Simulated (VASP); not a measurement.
# AgRh (P-6m2) in VASP: further runs, part 2 of 2

VASP 6.6.1. Earlier steps stand in the parts before.

## (6) Relaxation of volume and atoms at fixed shape, LDA

This run uses another cell than the first one, of 16.06 Å³/atom.

File INCAR:

```
PREC = Accurate ; ENCUT = 500
EDIFF = 1E-7 ; ISMEAR = -1
SIGMA = 0.05 ; LREAL = False
LASPH = True ; NELM = 120
ALGO = Normal ; ISIF = 8
LWAVE = False ; LCHARG = False
GGA = CA ; IBRION = 2
NSW = 80 ; EDIFFG = -0.02
GGA_COMPAT = False ; NELMIN = 4
```

File KPOINTS:

```
Automatic mesh
0
Gamma
  8 8 4
```

File POSCAR:

```
AgRh
1.0
    2.7775882000      0.0000000000      0.0000000000
   -1.3887941000      2.4054619400      0.0000000000
    0.0000000000      0.0000000000      4.8086020000
Ag Rh
1 1
Direct
    0.0000000000      0.0000000000      0.5000000000
    0.6666666667      0.3333333333      0.0000000000
```

Potentials or basis: VASP PAW LDA potentials, release 64 (Ag, Rh_pv).

Launch:

```bash
cat potpaw_LDA.64/Ag/POTCAR potpaw_LDA.64/Rh_pv/POTCAR > POTCAR
mpirun -np 1 vasp_std > vasp.out
```

OUTCAR:

```text
PREC = Accurate
   ENCUT = 500
   EDIFF = 1E-7
   ISMEAR = -1
   LREAL = False
   LASPH = True
   NELM = 120
   ISIF = 8
   GGA = CA
   IBRION = 2
   NSW = 80
   EDIFFG = -0.02
   NELMIN = 4

 ion  position               nearest neighbor table
   1  0.000  0.000  0.500-   2 2.89   2 2.89   2 2.89   2 2.89   2 2.89   2 2.89
   2  0.667  0.333  0.000-   1 2.89   1 2.89   1 2.89   1 2.89   1 2.89   1 2.89

  LATTYP: Found a hexagonal cell.
 ALAT       =     2.7775882000
 C/A-ratio  =     1.7312148720

  Lattice vectors:

 A1 = (   2.7775882000,   0.0000000000,   0.0000000000)
 A2 = (  -1.3887941000,   2.4054619400,   0.0000000000)
 A3 = (   0.0000000000,   0.0000000000,   4.8086020000)

Analysis of symmetry for initial positions (statically):
=====================================================================
 Subroutine PRICEL returns:
 Original cell was already a primitive cell.

[... 175 lines left out ...]
 fundamental gap:      0.0033894460
 Fermi energy:         8.5835577350

 k-point     1 :       0.0000    0.0000    0.0000
  band No.  band energies     occupation
      1     -36.8738      2.00000
      2     -36.8568      2.00000
      3     -36.8568      2.00000
      4       1.3516      2.00000
      5       2.8400      2.00000
      6       4.3346      2.00000
[... 578 lines left out ...]
--------------------------------------- Ionic step        4  -------------------------------------------

 number of electron      26.0000009 magnetization

 Free energy of the ion-electron system (eV)
  ---------------------------------------------------
  ext. energy  EPLUGINS =         0.00000000
  ---------------------------------------------------
  free energy    TOTEN  =       -11.91221259 eV

  energy without entropy =      -11.88568962  energy(sigma->0) =      -11.89895111

 E-fermi :  10.0508     XC(G=0): -13.7100

 val. band max:       10.0343148851   @ k =   0.1250   0.0000   0.5000
 cond. band min:      10.0550082297   @ k =   0.3750   0.0000   0.0000
 fundamental gap:      0.0206933447
 Fermi energy:        10.0508464091

 k-point     1 :       0.0000    0.0000    0.0000
  band No.  band energies     occupation
      1     -35.5961      2.00000
      2     -35.4930      2.00000
      3     -35.4930      2.00000
      4       2.1307      2.00000
      5       3.6869      2.00000
      6       5.4211      2.00000
[... 500 lines left out ...]
  FREE ENERGIE OF THE ION-ELECTRON SYSTEM (eV)
  ---------------------------------------------------
  free  energy   TOTEN  =       -11.9122125936 eV

  energy  without entropy=      -11.8856896182  energy(sigma->0) =      -11.89895111

 reached required accuracy - stopping structural energy minimisation
```

OSZICAR:

```text
N       E                     dE             d eps       ncg     rms          rms(c)
DAV:   1     0.208291345461E+03    0.20829E+03   -0.16070E+04  1020   0.160E+03
DAV:   2    -0.906195223348E+01   -0.21735E+03   -0.21349E+03  1077   0.414E+02
DAV:   3    -0.126197550326E+02   -0.35578E+01   -0.35107E+01  1131   0.604E+01
[... 41 lines left out ...]
DAV:   3    -0.119122653871E+02    0.50697E-03   -0.46620E-03  1046   0.840E-01    0.108E-01
DAV:   4    -0.119122161414E+02    0.49246E-04   -0.24349E-04  1044   0.173E-01    0.469E-02
DAV:   5    -0.119122127911E+02    0.33503E-05   -0.25827E-05  1067   0.410E-02    0.647E-03
DAV:   6    -0.119122125992E+02    0.19197E-06   -0.15927E-06  1181   0.136E-02    0.218E-03
DAV:   7    -0.119122125936E+02    0.55993E-08   -0.22820E-07   681   0.443E-03
   4 F= -.11912213E+02 E0= -.11898951E+02  d E =-.147961E+00
```

CONTCAR:

```text
AgRh
   1.00000000000000
     2.6937550874176379    0.0000000000000000    0.0000000000000000
    -1.3468775437088190    2.3328603348993564    0.0000000000000000
     0.0000000000000000    0.0000000000000000    4.6634688687353396
  Ag              Rh
     1     1
Direct
     0.0000000000000000    0.0000000000000000    0.5000000000000000
     0.6666666667000030    0.3333333332999970    0.0000000000000000

  0.00000000E+00  0.00000000E+00  0.00000000E+00
  0.00000000E+00  0.00000000E+00  0.00000000E+00
```

Wall time 38 s (1 thread of Intel Xeon Platinum 8259CL at 2.50GHz (Skylake/Cascade Lake), shared host); peak memory 0.14 GiB.

What came out:

```
Free energy                           : -11.9122 eV
Relaxed volume                        : 14.65 Å³/atom
Relaxed cell                          : a = 2.694 Å, b = 2.694 Å, c = 4.663 Å, α = 90.00°, β = 90.00°, γ = 120.00°
Space group after relaxing (to 0.1 Å) : P-6m2 (No. 187)
Energy gained by relaxing             : 74.0 meV/atom
Ionic steps                           : 4
Pressure after relaxing               : -0.2 GPa
Band gap on the k mesh                : zero (bands 13 and 14 overlap by 1.60 eV)
```

Stress tensor (GPa, compression positive):
```
 0.88  0.00  0.00
 0.00  0.88  0.00
 0.00  0.00 -2.24
```

Step by step:
```tsv
step	energy change (eV)	largest force (eV/Å)	pressure (GPa)	volume (Å³)
1	0.0000	0.0000	-15.10	32.13
2	0.2585	0.0000	40.63	25.59
3	-0.1478	0.0000	-0.71	29.38
4	-0.1480	0.0000	-0.16	29.31
```

Final structure:
```yaml
crystal:
  lattice:
    - [2.69376, 0.00000, 0.00000]
    - [-1.34688, 2.33286, 0.00000]
    - [0.00000, 0.00000, 4.66347]
  atoms:
    - { symbol: Ag, position: [0.00000, 0.00000, 0.50000] }
    - { symbol: Rh, position: [0.66667, 0.33333, 0.00000] }
```

## (7) Overview

```csv
task,cell,k mesh,gap on the mesh (eV),pressure (GPa)
single point,"a = 2.691, b = 2.691, c = 4.659 Å, angles 90.0, 90.0, 120.0°, 2 atoms",8 × 8 × 4,none,0.5
single point,"a = 2.682, b = 2.682, c = 4.644 Å, angles 90.0, 90.0, 120.0°, 2 atoms",9 × 9 × 5,none,2.6
single point,"a = 2.691, b = 2.691, c = 4.659 Å, angles 90.0, 90.0, 120.0°, 2 atoms",9 × 9 × 5,none,0.4
single point,"a = 2.700, b = 2.700, c = 4.675 Å, angles 90.0, 90.0, 120.0°, 2 atoms",9 × 9 × 5,none,-1.6
relaxation of volume and atoms at fixed shape,"relaxed from a = 2.778, b = 2.778, c = 4.809 Å, angles 90.0, 90.0, 120.0°, 2 atoms",8 × 8 × 4,none,-0.2
```

Alike in all rows: level LDA; potentials or basis VASP PAW LDA potentials, release 64 (Ag, Rh_pv); no spin polarisation; cutoff (eV) 500; smearing fermi-dirac 0.05 eV.

Absolute energies hang on the potentials; compare differences alone.

The gap in the log of VASP goes by the Fermi energy; the results here count the filled bands.